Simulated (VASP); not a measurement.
Here is a VASP 6.6.1 calculation.

File INCAR:

```
SYSTEM = Sc
PREC     = Accurate       ! precision mode
ENCUT    = 600            ! plane-wave cutoff, eV
EDIFF    = 1E-7           ! SCF threshold, eV
ISMEAR   = 0              ! smearing method
SIGMA    = 0.1            ! smearing width, eV
LREAL    = .FALSE.        ! projectors in reciprocal space
LASPH    = .TRUE.         ! aspherical terms in the spheres
NELM     = 60             ! most SCF steps
ALGO     = Fast           ! electronic algorithm
ISIF     = 4              ! what is computed and relaxed
LWAVE    = .FALSE.        ! write WAVECAR
LCHARG   = .FALSE.        ! write CHGCAR
GGA      = PE             ! functional
IBRION   = 2              ! ionic algorithm
NSW      = 50             ! ionic steps
EDIFFG   = -0.01          ! ionic threshold
```

KPOINTS

```
regular mesh
0
G
  15 15 8
  0 0 0
```

The input POSCAR:

```
Sc
1.0
    3.2859439061      0.0000000000      0.0000000000
   -1.6429719530      2.8457108981      0.0000000000
    0.0000000000      0.0000000000      5.1104964952
Sc
2
Direct
    0.3333333333      0.6666666667      0.2500000000
    0.6666666667      0.3333333333      0.7500000000
```

Potentials or basis: VASP PAW PBE potentials, release 64 (Sc_sv).

Launch:

```bash
$ cat potpaw_PBE.64/Sc_sv/POTCAR > POTCAR
$ mpirun -np 1 vasp_std > vasp.out
```

Task: Estimate the band gap on the k mesh.

Result: Zero (bands 11 and 12 overlap by 1.54 eV).

Final structure:
```xyz
2
Lattice="3.2859 0.0000 0.0000 -1.6430 2.8457 0.0000 0.0000 0.0000 5.1105" Properties=species:S:1:pos:R:3 pbc="T T T"
Sc    0.0000    1.8971    1.2776
Sc    1.6430    0.9486    3.8329
```
